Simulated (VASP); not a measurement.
# Tl2B (R-3m) in VASP: a series of runs

Runs on Tl2B. Level: PBE. Tasks: single point, relaxation of cell and atoms.

Program: VASP 6.6.1. These are calculated values, not measurements. Logs are shortened: lines on timing, memory, paths and dates and some standing lists are left out, and cuts for length are marked.

### 1 The cell of the first run

It takes space group R-3m (No. 166, trigonal). The conventional cell has a = 3.752 Å, b = 3.752 Å, c = 19.128 Å, α = 90.00°, β = 90.00°, γ = 120.00°. Within 3.4 Å of Tl (site symmetry 3m) lie 3 B at 2.58 Å. B (site symmetry -3m) has 6 Tl at 2.58 Å within 3.4 Å.

The cell was built from a structure type or drawn by symmetry, and may not be a known phase.

### 2 Single point, PBE

The input, INCAR:

```
PREC = Accurate ; ENCUT = 520
EDIFF = 1E-6 ; ISMEAR = 0
SIGMA = 0.1 ; LREAL = F
LASPH = T ; NELM = 60
ALGO = Normal ; ISIF = 2
LWAVE = F ; LCHARG = F
GGA = PE ; NBANDS = 22
```

The input, KPOINTS:

```
Automatic mesh
0
Gamma
  6 6 6
```

The input, POSCAR:

```
Tl2B
1.0
    1.8760625400      1.0831452100      6.3759870800
   -1.8760625400      1.0831452100      6.3759870800
    0.0000000000     -2.1662904200      6.3759870800
Tl B
2 1
Direct
    0.7397471100      0.7397471100      0.7397471100
    0.2602528900      0.2602528900      0.2602528900
    0.0000000000      0.0000000000      0.0000000000
```

Potentials or basis: VASP PAW PBE potentials, release 64 (Tl_d, B).

Command:

```bash
cat potpaw_PBE.64/Tl_d/POTCAR potpaw_PBE.64/B/POTCAR > POTCAR
mpirun -np 1 vasp_std > vasp.out
```

OUTCAR:

```text
PREC = Accurate
   ENCUT = 520
   EDIFF = 1E-6
   ISMEAR = 0
   LREAL = F
   LASPH = T
   NELM = 60
   ISIF = 2
   GGA = PE

 ion  position               nearest neighbor table
   1  0.740  0.740  0.740-   3 2.58   3 2.58   3 2.58   2 3.54   2 3.54   2 3.54
   2  0.260  0.260  0.260-   3 2.58   3 2.58   3 2.58   1 3.54   1 3.54   1 3.54
   3  0.000  0.000  0.000-   1 2.58   2 2.58   1 2.58   1 2.58   2 2.58   2 2.58

  LATTYP: Found a trigonal (rhomboedric) cell.
 ALAT       =     6.7339457560
 COS(alpha) =     0.8447665211

  Lattice vectors:

 A1 = (   1.8760625400,   1.0831452100,   6.3759870800)
 A2 = (  -1.8760625400,   1.0831452100,   6.3759870800)
 A3 = (   0.0000000000,  -2.1662904200,   6.3759870800)

Analysis of symmetry for initial positions (statically):
=====================================================================
 Subroutine PRICEL returns:
 Original cell was already a primitive cell.

 Routine SETGRP: Setting up the symmetry group for a
 trigonal (rhombohedral) supercell.

 Subroutine GETGRP returns: Found 12 space group operations
 (whereof 12 operations were pure point group operations)
 out of a pool of 12 trial point group operations.

The static configuration has the point symmetry D_3d.

Analysis of symmetry for dynamics (positions and initial velocities):
=====================================================================
 Subroutine PRICEL returns:
 Original cell was already a primitive cell.

 Routine SETGRP: Setting up the symmetry group for a
 trigonal (rhombohedral) supercell.

 Subroutine GETGRP returns: Found 12 space group operations
 (whereof 12 operations were pure point group operations)
 out of a pool of 12 trial point group operations.

The dynamic configuration has the point symmetry D_3d.

 Subroutine INISYM returns: Found 12 space group operations
 (whereof 12 operations are pure point group operations),
 and found     1 'primitive' translations

----------------------------------------------------------------------------------------

                                     Primitive cell

  volume of cell :      77.7379

  direct lattice vectors                    reciprocal lattice vectors
     1.876062540  1.083145210  6.375987080     0.266515635  0.153872874  0.052279487
    -1.876062540  1.083145210  6.375987080    -0.266515635  0.153872874  0.052279487
     0.000000000 -2.166290420  6.375987080     0.000000000 -0.307745748  0.052279487

  length of vectors
     6.733945756  6.733945756  6.733945755     0.312154753  0.312154753  0.312154754

  position of ions in fractional coordinates (direct lattice)
     0.739747110  0.739747110  0.739747110
     0.260252890  0.260252890  0.260252890
     0.000000000  0.000000000  0.000000000

  ion indices of the primitive-cell ions
   primitive index   ion index
                 1           1
                 2           2
                 3           3

----------------------------------------------------------------------------------------

 KPOINTS: Automatic mesh

Automatic generation of k-mesh.
 Grid dimensions read from file:
 generate k-points for:    6    6    6

 Generating k-lattice:

  Cartesian coordinates                     Fractional coordinates (reciprocal lattice)
     0.044419273  0.025645479  0.008713248     0.166666667 -0.000000000 -0.000000000
    -0.044419273  0.025645479  0.008713248    -0.000000000  0.166666667 -0.000000000
     0.000000000 -0.051290958  0.008713248    -0.000000000 -0.000000000  0.166666667

  Length of vectors
     0.052025792  0.052025792  0.052025792

  Shift w.r.t. Gamma in fractional coordinates (k-lattice)
     0.000000000  0.000000000  0.000000000

 Subroutine IBZKPT returns following result:
 ===========================================

 Found     32 irreducible k-points:

 Following reciprocal coordinates:
            Coordinates               Weight
  0.000000  0.000000  0.000000      1.000000
  0.166667  0.000000  0.000000      6.000000
  0.333333  0.000000  0.000000      6.000000
  0.500000  0.000000  0.000000      3.000000
  0.166667  0.166667  0.000000      6.000000
  0.333333  0.166667  0.000000     12.000000
[... 16 lines left out ...]
  0.500000  0.500000  0.166667      6.000000
 -0.333333  0.500000  0.166667     12.000000
 [... further k-points ...]
   k-points           NKPTS =     32   k-points in BZ     NKDIM =     32   number of bands    NBANDS=     22
   number of dos      NEDOS =    301   number of ions     NIONS =      3
   total plane-waves  NPLWV = 125000
   dimension x,y,z NGX =    50 NGY =   50 NGZ =   50
   dimension x,y,z NGXF=   100 NGYF=  100 NGZF=  100
   ions per type =               2   1
   NGX,Y,Z   is equivalent  to a cutoff of  12.34, 12.34, 12.34 a.u.
   NGXF,Y,Z  is equivalent  to a cutoff of  24.69, 24.69, 24.69 a.u.
 SYSTEM =  unknown system
   PREC   = accura    normal or accurate (medium, high low for compatibility)
   ISTART =      0    job   : 0-new  1-cont  2-samecut
   ICHARG =      2    charge: 1-file 2-atom 10-const
   ISPIN  =      1    spin polarized calculation?
   LNONCOLLINEAR =      F non collinear calculations
   LSORBIT =      F    spin-orbit coupling
   LASPH  =      T    aspherical Exc in radial PAW
   ENCUT  =  520.0 eV  38.22 Ry    6.18 a.u.  12.52 12.52 12.52*2*pi/ulx,y,z
   NELM   =     60;   NELMIN=  2; NELMDL= -5     # of ELM steps
   EDIFF  = 0.1E-05   stopping-criterion for ELM
   LREAL  =      F    real-space projection
   EDIFFG = 0.1E-04   stopping-criterion for IOM
   NSW    =      0    number of steps for IOM
   IBRION =     -1    ionic relax: 0-MD 1-quasi-New 2-CG
   NFREE  =      0    steps in history (QN), initial steepest desc. (CG)
   ISIF   =      2    stress and relaxation
   ISYM   =      2    0-nonsym 1-usesym 2-fastsym
   POTIM  = 0.5000    time-step for ionic-motion
   TEBEG  =    0.0;   TEEND  =   0.0 temperature during run
   PSTRESS=    0.0 pullay stress
   NELECT =      29.0000    total number of electrons
   NUPDOWN=      -1.0000    fix difference up-down
   EMIN   =  10.00;   EMAX   =-10.00  energy-range for DOS
   EFERMI =   0.00;   METHOD = LEGACY
   ISMEAR =     0;   SIGMA  =   0.10  broadening in eV -4-tet -1-fermi 0-gaus
   EFERMI_NEDOS =   21; number of points for ismear=-14 and -15
   IALGO  =     38    algorithm
   IMIX   =      4    mixing-type and parameters
     AMIX     =   0.40;   BMIX     =  1.00
     AMIX_MAG =   1.60;   BMIX_MAG =  1.00
  volume/ion in A,a.u.               =      25.91       174.87
  Fermi-wavevector in a.u.,A,eV,Ry     =   1.178501  2.227044 18.896649  1.388865
  Thomas-Fermi vector in A             =   2.314829
   LORBIT       =      0    0 simple, 1 ext, 2 COOP (PROOUT), +10 PAW based schemes
   GGA     = PE    functional components
   LHFCALC =     F    Hartree Fock is set to
   AEXX    =    0.0000 exact exchange contribution
   IVDW    =     0    specifies the selected vdW correction
   LEPSILON=     F    determine dielectric tensor
   LRPA    =     F    only Hartree local field effects (RPA)
 non-spin polarized calculation
 Gauss-broadening in eV      SIGMA  =   0.10
  energy-cutoff  :      520.00
  volume of cell :       77.74
 maximum number of plane-waves:      2105
   NGX = 25   NGY = 25   NGZ = 25

 number of electron      29.0000001 magnetization

 Free energy of the ion-electron system (eV)
  ---------------------------------------------------
  ext. energy  EPLUGINS =         0.00000000
  ---------------------------------------------------
  free energy    TOTEN  =        -8.06001472 eV

  energy without entropy =       -8.05074324  energy(sigma->0) =       -8.05537898

 E-fermi :   4.4773     XC(G=0):  -9.3762

 val. band max:        4.4678515256   @ k =   0.3333   0.1667   0.1667
 cond. band min:       4.4897608018   @ k =   0.5000   0.0000   0.0000
 fundamental gap:      0.0219092762
 Fermi energy:         4.4772618737

 k-point     1 :       0.0000    0.0000    0.0000
  band No.  band energies     occupation
      1      -6.7255      2.00000
      2      -6.7055      2.00000
      3      -6.7055      2.00000
      4      -6.6020      2.00000
      5      -6.6020      2.00000
      6      -6.5928      2.00000
[... 14 lines left out ...]
     21      14.0130      0.00000
     22      14.0130      0.00000

 k-point     2 :       0.1667    0.0000    0.0000
  band No.  band energies     occupation
      1      -6.8202      2.00000
      2      -6.6890      2.00000
      3      -6.6678      2.00000
      4      -6.6092      2.00000
      5      -6.5633      2.00000
      6      -6.5595      2.00000
[... 14 lines left out ...]
     21      13.1745      0.00000
     22      13.3681      0.00000

 k-point     3 :       0.3333    0.0000    0.0000
  band No.  band energies     occupation
      1      -6.9923      2.00000
      2      -6.7099      2.00000
      3      -6.6618      2.00000
      4      -6.6583      2.00000
      5      -6.6042      2.00000
      6      -6.4577      2.00000
[... 14 lines left out ...]
     21      12.7382      0.00000
     22      13.5396      0.00000

 k-point     4 :       0.5000    0.0000    0.0000
  band No.  band energies     occupation
      1      -7.0645      2.00000
      2      -6.7288      2.00000
      3      -6.6949      2.00000
      4      -6.6740      2.00000
      5      -6.6438      2.00000
      6      -6.4056      2.00000
[... 14 lines left out ...]
     21      13.4701      0.00000
     22      13.9180      0.00000

 k-point     5 :       0.1667    0.1667    0.0000
  band No.  band energies     occupation
      1      -6.8237      2.00000
      2      -6.6915      2.00000
      3      -6.6679      2.00000
      4      -6.6020      2.00000
      5      -6.5702      2.00000
      6      -6.5669      2.00000
[... 417 lines left out ...]
 k-point    22 :      -0.1667    0.3333    0.1667
  band No.  band energies     occupation
      1      -7.0498      2.00000
      2      -6.7211      2.00000
      3      -6.6668      2.00000
      4      -6.6516      2.00000
      5      -6.6099      2.00000
      6      -6.4610      2.00000
[... 14 lines left out ...]
     21      11.4492      0.00000
     22      12.5783      0.00000

 k-point    23 :       0.5000    0.5000    0.1667
  band No.  band energies     occupation
      1      -7.0112      2.00000
      2      -6.7464      2.00000
      3      -6.6855      2.00000
      4      -6.6560      2.00000
      5      -6.6410      2.00000
      6      -6.4396      2.00000
[... 14 lines left out ...]
     21      12.2596      0.00000
     22      12.2930      0.00000

 k-point    24 :      -0.3333    0.5000    0.1667
  band No.  band energies     occupation
      1      -7.0555      2.00000
      2      -6.7542      2.00000
      3      -6.6809      2.00000
      4      -6.6445      2.00000
      5      -6.6074      2.00000
      6      -6.4660      2.00000
[... 14 lines left out ...]
     21      11.8828      0.00000
     22      13.1242      0.00000

 [... further k-points ...]
[... 5 lines left out ...]
  --------------------------------------------------------------------------------------
  -------------------------------------------------------------------------------------
  Total        0.9543125      0.9543125     -0.8745309      0.0000000      0.0000000      0.0000000
  in kB       19.6683763     19.6683762    -18.0240784      0.0000000      0.0000000      0.0000000
  external PRESSURE =       7.1042247 kB  Pullay stress =       0.0000000 kB

 VOLUME and BASIS-vectors are now :
 -----------------------------------------------------------------------------
  energy-cutoff  :      520.00
  volume of cell :       77.74
      direct lattice vectors                 reciprocal lattice vectors
     1.876062540  1.083145210  6.375987080     0.266515635  0.153872874  0.052279487
    -1.876062540  1.083145210  6.375987080    -0.266515635  0.153872874  0.052279487
     0.000000000 -2.166290420  6.375987080     0.000000000 -0.307745748  0.052279487

 POSITION                                       TOTAL-FORCE (eV/Angst)
 -----------------------------------------------------------------------------------
      0.00000      0.00000     14.14985        -0.000000      0.000000     -0.018920
      0.00000      0.00000      4.97811        -0.000000      0.000000      0.018920
      0.00000      0.00000      0.00000         0.000000     -0.000000      0.000000
 -----------------------------------------------------------------------------------
    total drift:                               -0.000000     -0.000000      0.000000

  FREE ENERGIE OF THE ION-ELECTRON SYSTEM (eV)
  ---------------------------------------------------
  free  energy   TOTEN  =        -8.0600147165 eV

  energy  without entropy=       -8.0507432370  energy(sigma->0) =       -8.05537898
```

It took 4 min on 1 thread of Intel Xeon 8259CL, shared host; peak memory 0.35 GiB.

Results:

| Item | Value |
| --- | --- |
| Free energy | -8.0600 eV |
| Pressure | 0.7 GPa |
| Largest force | 0.019 eV/Å |
| Band gap on the k mesh | zero (an odd number of electrons rules out a gap without spin polarisation) |

Forces in eV/Å, atoms in the order of the input:
```
Tl   0.000  0.000 -0.019
Tl   0.000  0.000  0.019
B    0.000  0.000  0.000
```

Stress tensor (GPa, compression positive):
```
 1.97  0.00  0.00
 0.00  1.97  0.00
 0.00  0.00 -1.80
```

Levels at points of the mesh, in eV from the Fermi level:
| k point | band 10 | band 11 | band 12 | band 13 | band 14 | band 15 | band 16 | band 17 | band 18 | band 19 |
| --- | --- | --- | --- | --- | --- | --- | --- | --- | --- | --- |
| (0.00, 0.00, 0.00) | -10.81 | -10.30 | -6.09 | -3.25 | 1.62 | 1.62 | 3.34 | 3.88 | 6.13 | 6.13 |
| (0.50, 0.00, 0.00) | -10.76 | -6.46 | -6.32 | -3.26 | -2.02 | 0.01 | 1.05 | 2.34 | 3.76 | 4.96 |
| (0.50, 0.50, 0.00) | -10.74 | -6.32 | -6.31 | -3.35 | -2.46 | -0.10 | 1.00 | 2.28 | 5.72 | 6.08 |
| (0.50, 0.50, 0.50) | -10.84 | -10.14 | -7.03 | -0.81 | 0.74 | 1.61 | 1.61 | 4.99 | 6.39 | 6.39 |

Caveat: spin-orbit coupling is left out, which moves the levels of the heavy elements.

### 3 Single point, PBE

This run uses another cell than the first one, of 23.44 Å³/atom.

The input, INCAR:

```
PREC     = Accurate       # precision mode
ENCUT    = 520            # plane-wave cutoff, eV
EDIFF    = 1E-6           # SCF threshold, eV
ISMEAR   = 0              # smearing method
SIGMA    = 0.1            # smearing width, eV
LREAL    = False          # projectors in reciprocal space
LASPH    = True           # aspherical terms in the spheres
NELM     = 60             # most SCF steps
ALGO     = Fast           # electronic algorithm
ISIF     = 2              # what is computed and relaxed
LWAVE    = False          # write WAVECAR
LCHARG   = False          # write CHGCAR
GGA      = PE             # functional
NBANDS   = 22             # bands
```

The input, KPOINTS:

```
regular mesh
0
Gamma
  12 12 12
```

The input, POSCAR:

```
Tl2B
1.0
    1.9872565812      1.1473431221      5.1408138167
   -1.9872565812      1.1473431221      5.1408138167
    0.0000000000     -2.2946862443      5.1408138167
Tl B
2 1
Direct
    0.7468669965      0.7468669965      0.7468669965
    0.2531330035      0.2531330035      0.2531330035
    0.0000000000      0.0000000000      0.0000000000
```

Potentials or basis: VASP PAW PBE potentials, release 64 (Tl_d, B).

Command:

```bash
cat potpaw_PBE.64/Tl_d/POTCAR potpaw_PBE.64/B/POTCAR > POTCAR
mpirun -np 1 vasp_std > vasp.out
```

Wall time 13 min (1 thread of Intel Xeon 8259CL, shared host); peak memory 0.44 GiB.

Results (log left out):

```
Free energy            : -8.2232 eV
Pressure               : -0.1 GPa
Band gap on the k mesh : zero (an odd number of electrons rules out a gap without spin polarisation)
```

Levels at points of the mesh, in eV from the Fermi level:
```tsv
k point	band 13	band 14	band 15	band 16	band 17	band 18
(0.00, 0.00, 0.00)	-3.06	1.21	1.21	2.77	3.81	4.39
(0.50, 0.00, 0.00)	-3.12	-1.42	-0.31	1.70	3.02	3.88
(0.50, 0.50, 0.00)	-3.57	-2.75	-0.87	1.84	2.04	6.70
(0.50, 0.50, 0.50)	0.75	1.06	1.06	2.40	5.18	5.18
```

Caveat: spin-orbit coupling is left out, which moves the levels of the heavy elements.

(Continued in part 2 of 2.)
